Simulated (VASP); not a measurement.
Set up this calculation in VASP 6.6.1, as the native input.

```
Task                   : single point
Functional             : LDA
Potentials or basis    : VASP PAW LDA potentials, release 64 (Rb_sv)
Cutoff                 : 520 eV
k mesh                 : 14 × 14 × 14
Occupations            : gaussian, width 0.15 eV
Spin                   : no spin polarisation
Dipole correction      : no
Further INCAR settings : ALGO = Fast; EDIFF = 1e-06; NBANDS = 10
```

The structure of Rb lies in POSCAR:

```
Rb
1.0
   -2.6060418984      2.6060418984      2.4184068817
    2.6060418984     -2.6060418984      2.4184068817
    2.6060418984      2.6060418984     -2.4184068817
Rb
1
Direct
    0.0000000000      0.0000000000      0.0000000000
```

One way to write it, as run:

INCAR

```
PREC     = Accurate       # precision mode
ENCUT    = 520            # plane-wave cutoff, eV
EDIFF    = 1E-6           # SCF threshold, eV
ISMEAR   = 0              # smearing method
SIGMA    = 0.15           # smearing width, eV
LREAL    = False          # projectors in reciprocal space
LASPH    = True           # aspherical terms in the spheres
NELM     = 80             # most SCF steps
ALGO     = Fast           # electronic algorithm
ISIF     = 2              # what is computed and relaxed
LWAVE    = False          # write WAVECAR
LCHARG   = True           # write CHGCAR
GGA      = CA             # functional
LELF     = True           # ELF
LVHAR    = True         
NBANDS   = 10             # bands
```

KPOINTS

```
regular mesh
0
Gamma
  14 14 14
```

Potentials or basis: VASP PAW LDA potentials, release 64 (Rb_sv).

Run with:

```bash
$ cat potpaw_LDA.64/Rb_sv/POTCAR > POTCAR
$ mpirun -np 1 vasp_std > vasp.out
```

It gave:

```
Pressure               : 0.8 GPa
Band gap on the k mesh : zero (an odd number of electrons rules out a gap without spin polarisation)
```

It took 74 s on 1 thread of AMD EPYC 9R45 96-Core Processor (Zen 5), with other jobs on the host, peak memory 0.25 GiB.
